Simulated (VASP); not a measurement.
# AgCl (Cmmm) in VASP: single point with HSE06

Aim: the single point of AgCl with HSE06.

Everything below comes from runs of VASP 6.6.1. Logs are shortened: lines on timing, memory, paths and dates and some standing lists are left out, and cuts for length are marked.

## Step 1: The cell of the first run

Symmetry: Cmmm, No. 65, orthorhombic system. Conventional cell: a = 4.673 Å, b = 4.931 Å, c = 3.396 Å, α = 90.00°, β = 90.00°, γ = 90.00°. Within 3.8 Å of Ag (site symmetry mmm) lie 8 Cl at 2.89 to 2.99 Å and 6 Ag at 3.40 Å. Within 3.8 Å of Cl (site symmetry mmm) lie 8 Ag at 2.89 to 2.99 Å and 6 Cl at 3.40 Å.

## Step 2: Single point, HSE06 (shear xy strain -5.4%)

Input file POSCAR:

```
AgCl
1.0
    3.3955880419     -0.0910017595      0.0000000000
   -0.0910017595      3.3955880419      0.0000000000
    0.0000000000      0.0000000000      3.3955880419
Ag Cl
1 1
Direct
    0.0000000000      0.0000000000      0.0000000000
    0.5000000000      0.5000000000      0.5000000000
```

Input file INCAR.step1:

```
SYSTEM = AgCl
  ALGO = Normal
  EDIFF = 1E-5
  ENCUT = 520
  GGA = PE
  ISIF = 2
  ISMEAR = 0
  KPAR = 2
  LASPH = .True.
  LCHARG = .False.
  LREAL = .False.
  LWAVE = .True.
  NBANDS = 16
  NELM = 60
  PREC = Accurate
  SIGMA = 0.01
```

Input file INCAR.step2:

```
SYSTEM = AgCl
  ALGO = Normal
  EDIFF = 1E-6
  ENCUT = 520
  GGA = PE
  HFSCREEN = 0.2079
  ISIF = 2
  ISMEAR = 0
  ISTART = 1
  KPAR = 2
  LASPH = .True.
  LCHARG = .False.
  LHFCALC = .True.
  LREAL = .False.
  LWAVE = .False.
  NBANDS = 16
  NELM = 60
  PREC = Accurate
  PRECFOCK = Normal
  SIGMA = 0.01
```

Input file KPOINTS:

```
k-points
0
Gamma
  6 6 6
  0 0 0
```

Potentials or basis: VASP PAW PBE potentials, release 64 (Ag, Cl).

Launch:

```
$ cat potpaw_PBE.64/Ag/POTCAR potpaw_PBE.64/Cl/POTCAR > POTCAR
$ cp INCAR.step1 INCAR
$ mpirun -np 2 vasp_std > vasp.out
$ cp INCAR.step2 INCAR
$ mpirun -np 2 vasp_std > vasp.out
```

OUTCAR:

```text
SYSTEM = AgCl
   EDIFF = 1E-6
   ENCUT = 520
   GGA = PE
   HFSCREEN = 0.2079
   ISIF = 2
   ISMEAR = 0
   ISTART = 1
   LASPH = .True.
   LHFCALC = .True.
   LREAL = .False.
   NELM = 60
   PREC = Accurate
   PRECFOCK = Normal

 ion  position               nearest neighbor table
   1  0.000  0.000  0.000-   2 2.89   2 2.89   2 2.89   2 2.89   2 2.99   2 2.99   2 2.99   2 2.99

   2  0.500  0.500  0.500-   1 2.89   1 2.89   1 2.89   1 2.89   1 2.99   1 2.99   1 2.99   1 2.99

  LATTYP: Found a base centered orthorhombic cell.
 ALAT       =     4.6733907386
 B/A-ratio  =     1.0550760378
 C/A-ratio  =     0.7265791011

  Lattice vectors:

 A1 = (   3.3955880419,  -0.0910017595,   0.0000000000)
 A2 = (  -0.0910017595,   3.3955880419,   0.0000000000)
 A3 = (   0.0000000000,   0.0000000000,   3.3955880419)

Analysis of symmetry for initial positions (statically):
=====================================================================
 Subroutine PRICEL returns:
 Original cell was already a primitive cell.

 Routine SETGRP: Setting up the symmetry group for a
 base centered orthorhombic supercell.

 Subroutine GETGRP returns: Found  8 space group operations
 (whereof  8 operations were pure point group operations)
 out of a pool of  8 trial point group operations.

The static configuration has the point symmetry D_2h.

Analysis of symmetry for dynamics (positions and initial velocities):
=====================================================================
 Subroutine PRICEL returns:
 Original cell was already a primitive cell.

 Routine SETGRP: Setting up the symmetry group for a
 base centered orthorhombic supercell.

 Subroutine GETGRP returns: Found  8 space group operations
 (whereof  8 operations were pure point group operations)
 out of a pool of  8 trial point group operations.

The dynamic configuration has the point symmetry D_2h.

 Subroutine INISYM returns: Found  8 space group operations
 (whereof  8 operations are pure point group operations),
 and found     1 'primitive' translations

----------------------------------------------------------------------------------------

                                     Primitive cell

  volume of cell :      39.1231

  direct lattice vectors                    reciprocal lattice vectors
     3.395588042 -0.091001760  0.000000000     0.294711474  0.007898267  0.000000000
    -0.091001760  3.395588042  0.000000000     0.007898267  0.294711474  0.000000000
[... 94 lines left out ...]
   TEBEG  =    0.0;   TEEND  =   0.0 temperature during run
   PSTRESS=    0.0 pullay stress
   NELECT =      18.0000    total number of electrons
   NUPDOWN=      -1.0000    fix difference up-down
   EMIN   =  10.00;   EMAX   =-10.00  energy-range for DOS
   EFERMI =   0.00;   METHOD = LEGACY
   ISMEAR =     0;   SIGMA  =   0.01  broadening in eV -4-tet -1-fermi 0-gaus
   EFERMI_NEDOS =   21; number of points for ismear=-14 and -15
   IALGO  =     38    algorithm
   IMIX   =      1    mixing-type and parameters
     AMIX     =   0.40;   BMIX     =  1.00
     AMIX_MAG =   1.60;   BMIX_MAG =  1.00
  volume/ion in A,a.u.               =      19.56       132.01
  Fermi-wavevector in a.u.,A,eV,Ry     =   1.263828  2.388289 21.732063  1.597262
  Thomas-Fermi vector in A             =   2.397165
   LORBIT       =      0    0 simple, 1 ext, 2 COOP (PROOUT), +10 PAW based schemes
   GGA     = PE    functional components
   LHFCALC =     T    Hartree Fock is set to
   PRECFOCK=normal    Normal, Fast or Accurate (Low or Medium for compatibility)
   ENCUT4O =  -1.0   cutoff for four orbital integrals eV
   NKREDX  =     1    reduce k-point grid by
   NKREDY  =     1    reduce k-point grid by
   NKREDZ  =     1    reduce k-point grid by
   AEXX    =    0.2500 exact exchange contribution
   HFSCREEN=    0.2079 screening length (either q_TF or 0.3 A-1)
   HFSCREENC=   0.2079 screening length for correlation (either q_TF or 0.3 A-1)
   ENCUTFOCK=  -1.0 apply spherical cutoff to Coloumb kernel
   IVDW    =     0    specifies the selected vdW correction
   LEPSILON=     F    determine dielectric tensor
   LRPA    =     F    only Hartree local field effects (RPA)
 non-spin polarized calculation
 Gauss-broadening in eV      SIGMA  =   0.01
  energy-cutoff  :      520.00
  volume of cell :       39.12
 maximum number of plane-waves:      1070
 NGX is ok and might be reduce to    28
  NGX = 20; NGY = 20; NGZ = 20

 number of electron      17.9999999 magnetization

 Free energy of the ion-electron system (eV)
  ---------------------------------------------------
  ext. energy  EPLUGINS =         0.00000000
  ---------------------------------------------------
  free energy    TOTEN  =        -6.35038218 eV

  energy without entropy =       -6.35038218  energy(sigma->0) =       -6.35038218

 E-fermi :   3.6660     XC(G=0):  -8.6807

 val. band max:        3.5446284226   @ k =   0.0000   0.0000   0.5000
 cond. band min:       5.3741680079   @ k =   0.0000   0.0000   0.0000
 fundamental gap:      1.8295395853
 Fermi energy:         3.6660194193

 k-point     1 :       0.0000    0.0000    0.0000
  band No.  band energies     occupation
      1     -12.6438      2.00000
      2      -0.0045      2.00000
      3       0.0022      2.00000
      4       0.9511      2.00000
      5       0.9750      2.00000
      6       1.0103      2.00000
[... 433 lines left out ...]
      3      -0.8357      2.00000
      4       0.3885      2.00000
      5       0.5844      2.00000
      6       0.9505      2.00000
[... 8 lines left out ...]
     15      19.1930      0.00000
     16      20.9031      0.00000

 [... further k-points ...]

------------------------ aborting loop because EDIFF is reached ----------------------------------------

  FORCE on cell =-STRESS in cart. coord.  units (eV):
  Direction    XX          YY          ZZ          XY          YZ          ZX
  --------------------------------------------------------------------------------------
  -------------------------------------------------------------------------------------
  Total        0.2941767      0.2941767      0.2956769     -0.1336876      0.0000000      0.0000000
  in kB       12.0471946     12.0471946     12.1086288     -5.4748045      0.0000000      0.0000000
  external PRESSURE =      12.0676726 kB  Pullay stress =       0.0000000 kB

 VOLUME and BASIS-vectors are now :
 -----------------------------------------------------------------------------
  energy-cutoff  :      520.00
  volume of cell :       39.12
      direct lattice vectors                 reciprocal lattice vectors
     3.395588042 -0.091001760  0.000000000     0.294711474  0.007898267  0.000000000
    -0.091001760  3.395588042  0.000000000     0.007898267  0.294711474  0.000000000
     0.000000000  0.000000000  3.395588042     0.000000000  0.000000000  0.294499800

 POSITION                                       TOTAL-FORCE (eV/Angst)
 -----------------------------------------------------------------------------------
      0.00000      0.00000      0.00000         0.000000      0.000000      0.000000
      1.65229      1.65229      1.69779        -0.000000      0.000000      0.000000
 -----------------------------------------------------------------------------------
    total drift:                               -0.000003      0.000003     -0.000001

  FREE ENERGIE OF THE ION-ELECTRON SYSTEM (eV)
  ---------------------------------------------------
  free  energy   TOTEN  =        -6.3503821788 eV

  energy  without entropy=       -6.3503821788  energy(sigma->0) =       -6.35038218
```

Wall time 28 min (2 MPI ranks of Intel Xeon Platinum 8488C (Sapphire Rapids), shared host); peak memory 0.29 GiB.

Results:

```yaml
Free_energy: -6.3504 eV
Pressure: 1.2 GPa
Band_gap_on_the_k_mesh: 1.83 eV (least direct gap 3.47 eV)
```

Stress tensor (GPa, compression positive):
```
 1.20 -0.55  0.00
-0.55  1.20  0.00
 0.00  0.00  1.21
```

Caveat: the cell differs from its parent crystal (shear xy strain -5.4%); the structure was generated, so it needn't be the stable form of AgCl; the PAW data sets were made with another functional, which shifts forces and pressure a little. A k mesh can miss the band edges.
